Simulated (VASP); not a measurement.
# Mg (I4/mmm) in VASP: notebook

Runs on Mg. Level: PBE. Tasks: single point.

All numbers are computed with VASP 6.6.1; they aren't measurements. Logs are shortened: lines on timing, memory, paths and dates and some standing lists are left out, and cuts for length are marked.

## (1) The cell of the first run

The structure is tetragonal, space group I4/mmm (No. 139). The conventional cell has a = 2.953 Å, b = 2.953 Å, c = 2.864 Å, α = 90.00°, β = 90.00°, γ = 90.00°. Mg (site symmetry 4/mmm) has 14 Mg at 2.53 to 2.95 Å within 3.3 Å.

## (2) Single point, PBE (zz strain of -3 %)

Contents of INCAR:

```
SYSTEM = Mg
ALGO     = Normal         ! electronic algorithm
EDIFF    = 1E-6           ! SCF threshold, eV
ENCUT    = 520            ! plane-wave cutoff, eV
GGA      = PE             ! functional
ISIF     = 2              ! what is computed and relaxed
ISMEAR   = -1             ! smearing method
LASPH    = .True.         ! aspherical terms in the spheres
LCHARG   = .False.        ! write CHGCAR
LREAL    = .False.        ! projectors in reciprocal space
LWAVE    = .False.        ! write WAVECAR
NBANDS   = 7              ! bands
NELM     = 60             ! most SCF steps
PREC     = Accurate       ! precision mode
SIGMA    = 0.05           ! smearing width, eV
```

Contents of KPOINTS:

```
k-points
0
Gamma
  16 16 16
  0 0 0
```

Contents of POSCAR:

```
Mg
1.0
   -1.4765000000      1.4765000000      1.4322050000
    1.4765000000     -1.4765000000      1.4322050000
    1.4765000000      1.4765000000     -1.4322050000
Mg
1
Direct
    0.0000000000      0.0000000000      0.0000000000
```

Potentials or basis: VASP PAW PBE potentials, release 64 (Mg).

Run with:

```bash
$ cat potpaw_PBE.64/Mg/POTCAR > POTCAR
$ mpirun -np 1 vasp_std > vasp.out
```

OUTCAR:

```text
SYSTEM = Mg
   EDIFF = 1E-6
   ENCUT = 520
   GGA = PE
   ISIF = 2
   ISMEAR = -1
   LASPH = .True.
   LREAL = .False.
   NELM = 60
   PREC = Accurate

 ion  position               nearest neighbor table
   1  0.000  0.000  0.000-

  LATTYP: Found a body centered tetragonal cell.
 ALAT       =     2.9530000000
 C/A-ratio  =     0.9700000000

  Lattice vectors:

 A1 = (  -1.4765000000,   1.4765000000,   1.4322050000)
 A2 = (   1.4765000000,  -1.4765000000,   1.4322050000)
 A3 = (   1.4765000000,   1.4765000000,  -1.4322050000)

Analysis of symmetry for initial positions (statically):
=====================================================================
 Subroutine PRICEL returns:
 Original cell was already a primitive cell.

 Routine SETGRP: Setting up the symmetry group for a
 body centered tetragonal supercell.

 Subroutine GETGRP returns: Found 16 space group operations
 (whereof 16 operations were pure point group operations)
 out of a pool of 16 trial point group operations.

The static configuration has the point symmetry D_4h.

Analysis of symmetry for dynamics (positions and initial velocities):
=====================================================================
 Subroutine PRICEL returns:
 Original cell was already a primitive cell.

 Routine SETGRP: Setting up the symmetry group for a
 body centered tetragonal supercell.

 Subroutine GETGRP returns: Found 16 space group operations
 (whereof 16 operations were pure point group operations)
 out of a pool of 16 trial point group operations.

The dynamic configuration has the point symmetry D_4h.

 Subroutine INISYM returns: Found 16 space group operations
 (whereof 16 operations are pure point group operations),
 and found     1 'primitive' translations

----------------------------------------------------------------------------------------

                                     Primitive cell

  volume of cell :      12.4891

  direct lattice vectors                    reciprocal lattice vectors
    -1.476500000  1.476500000  1.432205000     0.000000000  0.338638673  0.349112034
     1.476500000 -1.476500000  1.432205000     0.338638673  0.000000000  0.349112034
     1.476500000  1.476500000 -1.432205000     0.338638673  0.338638673  0.000000000

  length of vectors
     2.532057595  2.532057595  2.532057595     0.486369574  0.486369574  0.478907403

  position of ions in fractional coordinates (direct lattice)
     0.000000000  0.000000000  0.000000000

  ion indices of the primitive-cell ions
   primitive index   ion index
                 1           1

----------------------------------------------------------------------------------------

 KPOINTS: k-points

Automatic generation of k-mesh.
 Grid dimensions read from file:
 generate k-points for:   16   16   16

 Generating k-lattice:

  Cartesian coordinates                     Fractional coordinates (reciprocal lattice)
     0.000000000  0.021164917  0.021819502     0.062500000  0.000000000  0.000000000
     0.021164917  0.000000000  0.021819502     0.000000000  0.062500000  0.000000000
     0.021164917  0.021164917  0.000000000     0.000000000  0.000000000  0.062500000

  Length of vectors
     0.030398098  0.030398098  0.029931713

  Shift w.r.t. Gamma in fractional coordinates (k-lattice)
     0.000000000  0.000000000  0.000000000

 Subroutine IBZKPT returns following result:
 ===========================================

 Found    349 irreducible k-points:

 Following reciprocal coordinates:
            Coordinates               Weight
  0.000000  0.000000  0.000000      1.000000
  0.062500 -0.000000  0.000000      8.000000
  0.125000 -0.000000  0.000000      8.000000
  0.187500 -0.000000  0.000000      8.000000
  0.250000 -0.000000  0.000000      8.000000
  0.312500 -0.000000  0.000000      8.000000
[... 16 lines left out ...]
 -0.125000  0.062500 -0.000000     16.000000
 -0.062500  0.062500  0.000000      4.000000
 [... further k-points ...]
   k-points           NKPTS =    349   k-points in BZ     NKDIM =    349   number of bands    NBANDS=      7
   number of dos      NEDOS =    301   number of ions     NIONS =      1
   total plane-waves  NPLWV =   8000
   dimension x,y,z NGX =    20 NGY =   20 NGZ =   20
   dimension x,y,z NGXF=    40 NGYF=   40 NGZF=   40
   ions per type =               1
   NGX,Y,Z   is equivalent  to a cutoff of  13.13, 13.13, 13.13 a.u.
   NGXF,Y,Z  is equivalent  to a cutoff of  26.26, 26.26, 26.26 a.u.
 SYSTEM =  Mg
   PREC   = accura    normal or accurate (medium, high low for compatibility)
   ISTART =      0    job   : 0-new  1-cont  2-samecut
   ICHARG =      2    charge: 1-file 2-atom 10-const
   ISPIN  =      1    spin polarized calculation?
   LNONCOLLINEAR =      F non collinear calculations
   LSORBIT =      F    spin-orbit coupling
   LASPH  =      T    aspherical Exc in radial PAW
   ENCUT  =  520.0 eV  38.22 Ry    6.18 a.u.   4.71  4.71  4.71*2*pi/ulx,y,z
   NELM   =     60;   NELMIN=  2; NELMDL= -5     # of ELM steps
   EDIFF  = 0.1E-05   stopping-criterion for ELM
   LREAL  =      F    real-space projection
   EDIFFG = 0.1E-04   stopping-criterion for IOM
   NSW    =      0    number of steps for IOM
   IBRION =     -1    ionic relax: 0-MD 1-quasi-New 2-CG
   NFREE  =      0    steps in history (QN), initial steepest desc. (CG)
   ISIF   =      2    stress and relaxation
   ISYM   =      2    0-nonsym 1-usesym 2-fastsym
   POTIM  = 0.5000    time-step for ionic-motion
   TEBEG  =    0.0;   TEEND  =   0.0 temperature during run
   PSTRESS=    0.0 pullay stress
   NELECT =       2.0000    total number of electrons
   NUPDOWN=      -1.0000    fix difference up-down
   EMIN   =  10.00;   EMAX   =-10.00  energy-range for DOS
   EFERMI =   0.00;   METHOD = LEGACY
   ISMEAR =    -1;   SIGMA  =   0.05  broadening in eV -4-tet -1-fermi 0-gaus
   EFERMI_NEDOS =   21; number of points for ismear=-14 and -15
   IALGO  =     38    algorithm
   IMIX   =      4    mixing-type and parameters
     AMIX     =   0.40;   BMIX     =  1.00
     AMIX_MAG =   1.60;   BMIX_MAG =  1.00
  volume/ion in A,a.u.               =      12.49        84.28
  Fermi-wavevector in a.u.,A,eV,Ry     =   0.889012  1.679988 10.753253  0.790342
  Thomas-Fermi vector in A             =   2.010516
   LORBIT       =      0    0 simple, 1 ext, 2 COOP (PROOUT), +10 PAW based schemes
   GGA     = PE    functional components
   LHFCALC =     F    Hartree Fock is set to
   AEXX    =    0.0000 exact exchange contribution
   IVDW    =     0    specifies the selected vdW correction
   LEPSILON=     F    determine dielectric tensor
   LRPA    =     F    only Hartree local field effects (RPA)
 non-spin polarized calculation
  energy-cutoff  :      520.00
  volume of cell :       12.49
 maximum number of plane-waves:       362
   NGX =  9   NGY =  9   NGZ =  9

 number of electron       2.0000000 magnetization

 Free energy of the ion-electron system (eV)
  ---------------------------------------------------
  ext. energy  EPLUGINS =         0.00000000
  ---------------------------------------------------
  free energy    TOTEN  =        -0.08756734 eV

  energy without entropy =       -0.08551730  energy(sigma->0) =       -0.08654232

 E-fermi :   6.8321     XC(G=0): -10.6136

 val. band max:        6.8111390146   @ k =   0.4375   0.3750   0.0625
 cond. band min:       6.8382203586   @ k =   0.3750   0.1250   0.1250
 fundamental gap:      0.0270813440
 Fermi energy:         6.8321459799

 k-point     1 :       0.0000    0.0000    0.0000
  band No.  band energies     occupation
      1      -3.1766      2.00000
      2      23.9616      0.00000
      3      24.8873      0.00000
      4      24.8873      0.00000
      5      26.8390      0.00000
      6      27.8576      0.00000
      7      28.8578      0.00000

 k-point     2 :       0.0625   -0.0000    0.0000
  band No.  band energies     occupation
      1      -3.0359      2.00000
      2      23.4348      0.00000
      3      23.5258      0.00000
      4      24.4747      0.00000
      5      26.0430      0.00000
      6      26.7433      0.00000
      7      29.8945      0.00000

 k-point     3 :       0.1250   -0.0000    0.0000
  band No.  band energies     occupation
      1      -2.6163      2.00000
      2      20.6157      0.00000
      3      22.1626      0.00000
      4      23.9465      0.00000
      5      25.0055      0.00000
      6      26.3357      0.00000
      7      31.3544      0.00000

 k-point     4 :       0.1875   -0.0000    0.0000
  band No.  band energies     occupation
      1      -1.9244      2.00000
      2      17.6202      0.00000
      3      20.8345      0.00000
      4      23.4316      0.00000
      5      23.9373      0.00000
      6      26.2160      0.00000
      7      31.7096      0.00000

 k-point     5 :       0.2500   -0.0000    0.0000
  band No.  band energies     occupation
      1      -0.9714      2.00000
      2      14.7778      0.00000
      3      19.6817      0.00000
      4      22.9606      0.00000
      5      23.0496      0.00000
      6      25.9548      0.00000
      7      32.0932      0.00000

 k-point     6 :       0.3125   -0.0000    0.0000
  band No.  band energies     occupation
      1       0.2279      2.00000
      2      12.1277      0.00000
      3      18.7632      0.00000
      4      22.3660      0.00000
      5      22.5735      0.00000
      6      25.5451      0.00000
      7      32.8254      0.00000

 k-point     7 :       0.3750   -0.0000    0.0000
  band No.  band energies     occupation
      1       1.6529      2.00000
      2       9.6816      0.00000
      3      18.0993      0.00000
      4      21.8846      0.00000
      5      22.2905      0.00000
      6      25.1229      0.00000
      7      33.4660      0.00000
[... 121 lines left out ...]
 k-point    20 :      -0.3125    0.0625   -0.0000
  band No.  band energies     occupation
      1      -0.3218      2.00000
      2      13.5030      0.00000
      3      18.1725      0.00000
      4      22.5407      0.00000
      5      23.2020      0.00000
      6      26.7644      0.00000
      7      31.6213      0.00000

 k-point    21 :      -0.2500    0.0625   -0.0000
  band No.  band energies     occupation
      1      -1.3942      2.00000
      2      16.2076      0.00000
      3      19.1542      0.00000
      4      23.0974      0.00000
      5      23.9191      0.00000
      6      27.0115      0.00000
      7      31.2360      0.00000

 k-point    22 :      -0.1875    0.0625   -0.0000
  band No.  band energies     occupation
      1      -2.2127      2.00000
      2      19.0088      0.00000
      3      20.4075      0.00000
      4      23.7228      0.00000
      5      24.6797      0.00000
      6      27.1059      0.00000
      7      31.2495      0.00000

 k-point    23 :      -0.1250    0.0625   -0.0000
  band No.  band energies     occupation
      1      -2.7643      2.00000
      2      21.3076      0.00000
      3      22.3410      0.00000
      4      24.3447      0.00000
      5      25.2811      0.00000
      6      27.0872      0.00000
      7      30.1475      0.00000

 k-point    24 :      -0.0625    0.0625    0.0000
  band No.  band energies     occupation
      1      -3.0402      2.00000
      2      22.7347      0.00000
      3      24.1780      0.00000
      4      24.7636      0.00000
      5      25.8137      0.00000
      6      26.8754      0.00000
      7      29.7995      0.00000

 [... further k-points ...]

------------------------ aborting loop because EDIFF is reached ----------------------------------------

  FORCE on cell =-STRESS in cart. coord.  units (eV):
  Direction    XX          YY          ZZ          XY          YZ          ZX
  --------------------------------------------------------------------------------------
  -------------------------------------------------------------------------------------
  Total        5.4583695      5.4583695      5.6700519      0.0000000     -0.0000000      0.0000000
  in kB      700.2311635    700.2311635    727.3870031      0.0000000     -0.0000000      0.0000000
  external PRESSURE =     709.2831100 kB  Pullay stress =       0.0000000 kB

 VOLUME and BASIS-vectors are now :
 -----------------------------------------------------------------------------
  energy-cutoff  :      520.00
  volume of cell :       12.49
      direct lattice vectors                 reciprocal lattice vectors
    -1.476500000  1.476500000  1.432205000     0.000000000  0.338638673  0.349112034
     1.476500000 -1.476500000  1.432205000     0.338638673  0.000000000  0.349112034
     1.476500000  1.476500000 -1.432205000     0.338638673  0.338638673  0.000000000

 POSITION                                       TOTAL-FORCE (eV/Angst)
 -----------------------------------------------------------------------------------
      0.00000      0.00000      0.00000         0.000000      0.000000      0.000000
 -----------------------------------------------------------------------------------
    total drift:                                0.000000      0.000000     -0.000000

  FREE ENERGIE OF THE ION-ELECTRON SYSTEM (eV)
  ---------------------------------------------------
  free  energy   TOTEN  =        -0.0875673381 eV

  energy  without entropy=       -0.0855173007  energy(sigma->0) =       -0.08654232
```

Run time: 15 s. Hardware: 1 thread of Intel Xeon Platinum 8375C at 2.90GHz (Ice Lake), shared host; peak memory 0.15 GiB.

Results:

| Item | Value |
| --- | --- |
| Free energy | -0.0876 eV |
| Pressure | 70.9 GPa |
| Band gap on the k mesh | zero (bands 1 and 2 overlap by 4.72 eV) |

Caveat: the cell differs from its parent crystal (zz strain of -3 %); the cell stands under pressure.

## (3) Single point, PBE (zz strain of +1 %)

Contents of INCAR:

```
SYSTEM = Mg
ALGO = Normal
EDIFF = 1E-6
ENCUT = 520
GGA = PE
ISIF = 2
ISMEAR = -1
LASPH = .True.
LCHARG = .False.
LREAL = .False.
LWAVE = .False.
NBANDS = 7
NELM = 60
PREC = Accurate
SIGMA = 0.05
```

KPOINTS is that of step 2.

Contents of POSCAR:

```
Mg
1.0
   -1.4765000000      1.4765000000      1.4912650000
    1.4765000000     -1.4765000000      1.4912650000
    1.4765000000      1.4765000000     -1.4912650000
Mg
1
Direct
    0.0000000000      0.0000000000      0.0000000000
```

Potentials or basis: VASP PAW PBE potentials, release 64 (Mg).

Run with:

```bash
$ cat potpaw_PBE.64/Mg/POTCAR > POTCAR
$ mpirun -np 1 vasp_std > vasp.out
```

Run time: 15 s. Hardware: 1 thread of Intel Xeon Platinum 8375C at 2.90GHz (Ice Lake), shared host; peak memory 0.15 GiB.

It converged, with:

* Free energy: -0.3012 eV
* Pressure: 61.1 GPa
* Band gap on the k mesh: zero (bands 1 and 2 overlap by 4.78 eV)

Stress tensor (GPa, compression positive):
```
61.39  0.00  0.00
 0.00 61.39  0.00
 0.00  0.00 60.64
```

Levels at points of the mesh, in eV from the Fermi level:
```
           k point  band 1  band 2  band 3  band 4  band 5  band 6
(0.00, 0.00, 0.00)   -9.78   17.29   17.29   17.58   19.94   20.26
(0.50, 0.00, 0.00)   -2.34   -0.94   10.92   14.64   15.09   17.37
(0.50, 0.50, 0.00)   -2.26   -0.86   10.67   14.40   14.82   17.38
(0.50, 0.50, 0.50)    3.84    3.99    5.90    6.25    6.25   15.50
```

Caveat: the cell differs from its parent crystal (zz strain of +1 %); the cell stands under pressure.

## (4) Single point, PBE (zz strain of +3 %)

Contents of INCAR:

```
ALGO = Normal
EDIFF = 1E-6
ENCUT = 520
GGA = PE
ISIF = 2
ISMEAR = -1
LASPH = T
LCHARG = T
LELF = T
LREAL = F
LVHAR = T
LWAVE = F
NBANDS = 7
NELM = 80
PREC = Accurate
SIGMA = 0.05
```

Contents of KPOINTS:

```
k-points
0
Gamma
  16 16 16
```

Contents of POSCAR:

```
Mg
1.0
   -1.4765000000      1.4765000000      1.5207950000
    1.4765000000     -1.4765000000      1.5207950000
    1.4765000000      1.4765000000     -1.5207950000
Mg
1
Direct
    0.0000000000      0.0000000000      0.0000000000
```

Run with:

```bash
$ cat potpaw_PBE.64/Mg/POTCAR > POTCAR
$ mpirun -np 1 vasp_std > vasp.out
```

Wall time 20 s (1 thread of Intel Xeon Platinum 8375C at 2.90GHz (Ice Lake), shared host); peak memory 0.15 GiB.

The run converged. Its results:

```
Free energy            : -0.3944 eV
Pressure               : 56.8 GPa
Band gap on the k mesh : zero (bands 1 and 2 overlap by 4.68 eV)
```

Stress tensor (GPa, compression positive):
```
57.57  0.00  0.00
 0.00 57.57  0.00
 0.00  0.00 55.40
```

Levels at points of the mesh, in eV from the Fermi level:
```csv
k point,band 1,band 2,band 3,band 4,band 5
"(0.00, 0.00, 0.00)",-9.68,16.94,16.94,17.78,19.43
"(0.50, 0.00, 0.00)",-2.37,-0.99,10.99,14.61,15.01
"(0.50, 0.50, 0.00)",-2.15,-0.77,10.26,13.92,14.23
"(0.50, 0.50, 0.50)",3.69,4.14,5.35,6.36,6.36
```

Caveat: the cell differs from its parent crystal (zz strain of +3 %); the cell stands under pressure.

## (5) Overview

```tsv
cell	gap on the mesh (eV)	pressure (GPa)
a = 2.532 Å, angles 108.7, 108.7, 111.1°, 1 atom	none	70.9
a = 2.566 Å, angles 109.7, 109.7, 108.9°, 1 atom	none	61.1
a = 2.583 Å, angles 110.3, 110.3, 107.9°, 1 atom	none	56.8
```

Alike in all rows: task single point; level PBE; potentials or basis VASP PAW PBE potentials, release 64 (Mg); no spin polarisation; k mesh 16 × 16 × 16; cutoff (eV) 520; smearing fermi-dirac 0.05 eV.

Caveats: the cell stands under pressure.

Total energies depend on the potentials used, so only differences within one code and one set of settings carry meaning.

The gap in the log of VASP goes by the Fermi energy; the results here count the filled bands.